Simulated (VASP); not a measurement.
Here is a VASP 6.6.1 calculation.

INCAR

```
SYSTEM = TiTl2I6O18
PREC     = Accurate       ! precision mode
ENCUT    = 520            ! plane-wave cutoff, eV
EDIFF    = 1E-8           ! SCF threshold, eV
ISMEAR   = -1             ! smearing method
SIGMA    = 0.02           ! smearing width, eV
LREAL    = Auto         
LASPH    = .TRUE.         ! aspherical terms in the spheres
NELM     = 80             ! most SCF steps
ALGO     = Normal         ! electronic algorithm
ISIF     = 2              ! what is computed and relaxed
LWAVE    = .FALSE.        ! write WAVECAR
LCHARG   = .FALSE.        ! write CHGCAR
GGA      = PE             ! functional
LEFG     = .TRUE.       
NBANDS   = 113            ! bands
```

KPOINTS

```
regular mesh
0
G
  3 3 3
  0 0 0
```

POSCAR

```
TiTl2I6O18
1.0
    5.8203068549      3.3603557294      3.8729313318
   -5.8203068549      3.3603557294      3.8729313318
    0.0000000000     -6.7207114589      3.8729313317
Ti Tl I O
1 2 6 18
Direct
    0.5000000000      0.5000000000      0.5000000000
    0.8310449067      0.8310449067      0.8310449067
    0.1689550933      0.1689550933      0.1689550933
    0.7049203096      0.1239830861      0.3398162741
    0.3398162741      0.7049203096      0.1239830861
    0.1239830861      0.3398162741      0.7049203096
    0.2950796904      0.8760169139      0.6601837259
    0.6601837259      0.2950796904      0.8760169139
    0.8760169139      0.6601837259      0.2950796904
    0.5482517356      0.2982120806      0.3357741849
    0.3357741849      0.5482517356      0.2982120806
    0.2982120806      0.3357741849      0.5482517356
    0.4517482644      0.7017879194      0.6642258151
    0.6642258151      0.4517482644      0.7017879194
    0.7017879194      0.6642258151      0.4517482644
    0.9077192196      0.2916213863      0.3928879518
    0.3928879518      0.9077192196      0.2916213863
    0.2916213863      0.3928879518      0.9077192196
    0.0922807804      0.7083786137      0.6071120482
    0.6071120482      0.0922807804      0.7083786137
    0.7083786137      0.6071120482      0.0922807804
    0.6859769116      0.0798355174      0.0962098378
    0.0962098378      0.6859769116      0.0798355174
    0.0798355174      0.0962098378      0.6859769116
    0.3140230884      0.9201644826      0.9037901622
    0.9037901622      0.3140230884      0.9201644826
    0.9201644826      0.9037901622      0.3140230884
```

Potentials or basis: VASP PAW PBE potentials, release 64 (Ti_sv, Tl_d, I, O).

Command:

```sh
$ cat potpaw_PBE.64/Ti_sv/POTCAR potpaw_PBE.64/Tl_d/POTCAR potpaw_PBE.64/I/POTCAR potpaw_PBE.64/O/POTCAR > POTCAR
$ mpirun -np 1 vasp_std > vasp.out
```

Task: Predict the band gap on the k mesh.

Result: 2.47 eV (least direct gap 2.52 eV).

Task: Predict the pressure.

Result: -4.2 GPa.

Task: Predict the largest force.

Result: 1.420 eV/Å.

Stress tensor (GPa, compression positive):
```
-3.61  0.00  0.00
 0.00 -3.61  0.00
 0.00  0.00 -5.33
```

Caveat: the cell stands under tension; without QUAD_EFG the Cq values of the log hold for a quadrupole moment of 1 mb, not for the nuclei; spin-orbit coupling is left out, which moves the levels of the heavy elements; an odd mesh through Γ misses points on the zone boundary, where band edges can lie; forces of over 1 eV/Å act on the atoms, so gaps and moduli don't describe the material at rest.
